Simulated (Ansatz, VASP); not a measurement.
## Ti4Se in VASP and in Ansatz

The input INCAR:

```
SYSTEM = Ti4Se
PREC = Accurate
ENCUT = 600
EDIFF = 1E-6
ISMEAR = 0
SIGMA = 0.1
LREAL = .False.
LASPH = .True.
NELM = 150
ALGO = Normal
ISIF = 3
LWAVE = .False.
LCHARG = .False.
ISPIN = 2
MAGMOM = -1 -1 -1 -1 0
LORBIT = 11
LMAXMIX = 4
GGA = PE
IBRION = 2
NSW = 90
EDIFFG = -0.04
```

The input KPOINTS:

```
regular mesh
0
Gamma
  4 4 4
  0 0 0
```

The input POSCAR:

```
Ti4Se
1.0
    4.4338296600      0.0000000000      0.0000000000
    0.0000000000      4.4338296600      0.0000000000
    0.0000000000      0.0000000000      4.4338296600
Ti Se
4 1
Direct
    0.0000000000      0.0000000000      0.0000000000
    0.5000000000      0.5000000000      0.0000000000
    0.5000000000      0.0000000000      0.5000000000
    0.0000000000      0.5000000000      0.5000000000
    0.5000000000      0.5000000000      0.5000000000
```

Input for Ansatz:

```yaml
crystal:
  lattice:
    - [4.43382966, 0.0, 0.0]
    - [0.0, 4.43382966, 0.0]
    - [0.0, 0.0, 4.43382966]
  atoms:
    - { symbol: Ti, position: [0.0, 0.0, 0.0], spin: -1.0 }
    - { symbol: Ti, position: [0.5, 0.5, 0.0], spin: -1.0 }
    - { symbol: Ti, position: [0.5, 0.0, 0.5], spin: -1.0 }
    - { symbol: Ti, position: [0.0, 0.5, 0.5], spin: -1.0 }
    - { symbol: Se, position: [0.5, 0.5, 0.5] }
basis:
  ecutwfc: 420
kpoints:
  mp_grid: { grid: [4, 4, 4] }
hamiltonian:
  xc: pbe
scf:
  occupations: { method: gaussian, width: 0.1 }
  lower_state_search: "off"
output:
  forces: true
  stress: true
  eigenvalues: true
  populations: true
magnetization:
  spin_polarized: true
relax:
  adjacent_minimum: "off"
  f_tol: 0.04
  max_steps: 70
  cell: { stress_tol: 0.4 }
```

Change from the starting cell: species swapped into the Mn4N type (Pm-3m, No. 221).

Alike in both runs: task relaxation of cell and atoms; functional PBE; k mesh 4 × 4 × 4; occupations gaussian, width 0.1 eV; collinear spin.

|  | VASP | Ansatz |
| --- | --- | --- |
| version | VASP 6.6.1 | Ansatz 0.2.0 |
| potentials or method | VASP PAW PBE potentials, release 64 (Ti_sv, Se), cutoff 600 eV | scalar-relativistic, plane waves, PAW |
| valence electrons in the cell | 54 | 64 |

|  | VASP | Ansatz | Ansatz less VASP |
| --- | --- | --- | --- |
| gap on the k mesh at the Fermi level, each at its own relaxed structure (eV) | none | none | - |
| net moment per atom (μB) | 0.00 | 0.08 | +0.083 |
| size of the moment on the site where the two differ most (μB) | 0.00 | 0.35 | +0.349 |
| relaxed volume (Å³/atom) | 20.15 | 20.11 | -0.037 |
| relaxed cell length with the largest relative difference (Å) | 4.653 | 4.650 | -0.0029 |

Site moments also hang on the region over which each program counts them. A gap of «none» marks a metal or a gap that the smearing closes. VASP's potentials hold 54 valence electrons a cell and Ansatz's 64, so a difference there can come from the potentials and not from the codes. Ansatz's warnings: seeded moment not kept.

Noted on VASP's run: the volume moved by over 15 % at a fixed basis, so the end points are rough.
